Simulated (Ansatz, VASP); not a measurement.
## Two plane-wave programs on HgTe

INCAR

```
  PREC = Accurate
  ENCUT = 400
  EDIFF = 1E-8
  ISMEAR = -1
  SIGMA = 0.08
  LREAL = False
  LASPH = True
  NELM = 120
  ALGO = Normal
  ISIF = 2
  LWAVE = False
  LCHARG = False
  GGA = CA
  LEFG = True
  NBANDS = 16
  GGA_COMPAT = False
```

The input KPOINTS:

```
regular mesh
0
Gamma
  10 10 10
```

The input POSCAR:

```
HgTe
1.0
    0.0000000000      2.9312060514      2.9312060514
    2.9312060514      0.0000000000      2.9312060514
    2.9312060514      2.9312060514      0.0000000000
Hg Te
1 1
Direct
    0.0000000000      0.0000000000      0.0000000000
    0.5000000000      0.5000000000      0.5000000000
```

Input for Ansatz:

```yaml
crystal:
  lattice:
    - [0.0, 2.9312060514, 2.9312060514]
    - [2.9312060514, 0.0, 2.9312060514]
    - [2.9312060514, 2.9312060514, 0.0]
  atoms:
    - { symbol: Hg, position: [0.0, 0.0, 0.0] }
    - { symbol: Te, position: [0.5, 0.5, 0.5] }
kpoints:
  mp_grid: { grid: [10, 10, 10] }
scf:
  occupations: { method: fermi_dirac, width: 0.08 }
hamiltonian:
  xc: lda
  pseudopotentials: { kind: paw }
output:
  forces: true
  stress: true
  eigenvalues: true
  efg: { contact_densities: true }
```

Change from the starting cell: volume scaled by 1.01, PAW files.

Alike in both runs: task electric field gradients; functional LDA; k mesh 10 × 10 × 10; occupations fermi-dirac, width 0.08 eV; no spin polarisation.

|  | VASP | Ansatz |
| --- | --- | --- |
| version | VASP 6.6.1 | Ansatz 0.2.0 |
| potentials or method | VASP PAW LDA potentials, release 64 (Hg, Te) | PAW with Ansatz's default frozen-core files, scalar-relativistic |
| plane-wave cutoff (eV) | 400 | 420 |
| valence electrons in the cell | 18 | 36 |

|  | VASP | Ansatz | Ansatz less VASP |
| --- | --- | --- | --- |
| pressure (GPa) | 3.5 | 3.0 | -0.52 |

LDA's correlation is that of Perdew and Zunger in VASP and of Perdew and Wang (1992) in Ansatz. VASP's potentials hold 18 valence electrons a cell and Ansatz's 36, so a difference there can come from the potentials and not from the codes.

Neither program's run includes spin-orbit coupling.
